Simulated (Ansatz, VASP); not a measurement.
# Ti2B3 in VASP and in Ansatz

```xyz
5
Lattice="4.5056 0.0000 0.0000 0.0000 4.5056 0.0000 0.0000 0.0000 3.0711" Properties=species:S:1:pos:R:3 pbc="T T T"
Ti    0.0000    2.2528    0.0000
Ti    2.2528    0.0000    0.0000
B     2.2528    2.2528    2.3101
B     2.2528    2.2528    0.7610
B     0.0000    0.0000    0.0000
```

Alike in both runs: functional PBE; k mesh 6 × 6 × 4; occupations gaussian, width 0.1 eV; no spin polarisation.

Ansatz relaxed the structure, and its values are those at the end. VASP's run is a single point on that final structure, the one shown.

```csv
,VASP,Ansatz
version,VASP 6.6.1,Ansatz 0.2.0
potentials or method,"VASP PAW PBE potentials, release 64 (Ti_sv, B), cutoff 520 eV","scalar-relativistic, plane waves, PAW"
valence electrons in the cell,33,33
```

VASP gave:

```
gap on the k mesh at the Fermi level (eV) : none
pressure (GPa)                            : -0.1
rms of the force components (eV/Å)        : 0.012
```

Q: Estimate Ansatz's values.

A: gap on the k mesh at the Fermi level (eV): none; pressure (GPa): -0.1; rms of the force components (eV/Å): 0.006.

A gap of «none» marks a metal or a gap that the smearing closes. The functional is the same, so the differences come from potentials, cutoffs and numerics.

The k mesh is coarse, so the values compare programs but aren't converged.
